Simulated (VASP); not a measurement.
Crystal: NbAgCl3.

```
Nb Ag Cl
1.0
     4.75062    0.00000    0.00000
     0.00000    4.75062    0.00000
     0.00000    0.00000    4.75062
Nb Ag Cl
1 1 3
Direct
  0.00000 0.00000 0.00000
  0.50000 0.50000 0.50000
  0.00000 0.50000 0.50000
  0.50000 0.00000 0.50000
  0.50000 0.50000 0.00000
```

```yaml
Program: VASP 6.6.1
Task: relaxation of cell and atoms
Functional: PBE
Potentials_or_basis: VASP PAW PBE potentials, release 64 (Nb_sv, Ag, Cl)
Cutoff: 600 eV
k_mesh: 4 × 4 × 4
Occupations: gaussian, width 0.1 eV
Spin: no spin polarisation
```

At the start: pressure 8.6 GPa; volume 21.44 Å³/atom.

Task: How do energy, volume and symmetry change on relaxing?

Result: Over 3 steps the energy falls by 75.6 meV/atom and the volume is 24.67 Å³/atom (+15.1 %); space group Pm-3m (No. 221, to 0.1 Å) before and after.

The path:
| step | energy change (eV) | largest force (eV/Å) | pressure (GPa) | volume (Å³) |
| --- | --- | --- | --- | --- |
| 1 | 0.0000 | 0.0000 | 8.58 | 107.21 |
| 2 | -0.3716 | 0.0000 | -0.82 | 126.03 |
| 3 | -0.3782 | 0.0000 | 0.03 | 123.37 |

Final structure:
```xyz
5
Lattice="4.9782 0.0000 0.0000 0.0000 4.9782 0.0000 0.0000 0.0000 4.9782" Properties=species:S:1:pos:R:3 pbc="T T T"
Nb    0.0000    0.0000    0.0000
Ag    2.4891    2.4891    2.4891
Cl    0.0000    2.4891    2.4891
Cl    2.4891    0.0000    2.4891
Cl    2.4891    2.4891    0.0000
```

Caveat: the volume moved by over 15 % at a fixed basis, so the end points are rough; the highest band is partly filled, so the run has too few bands.
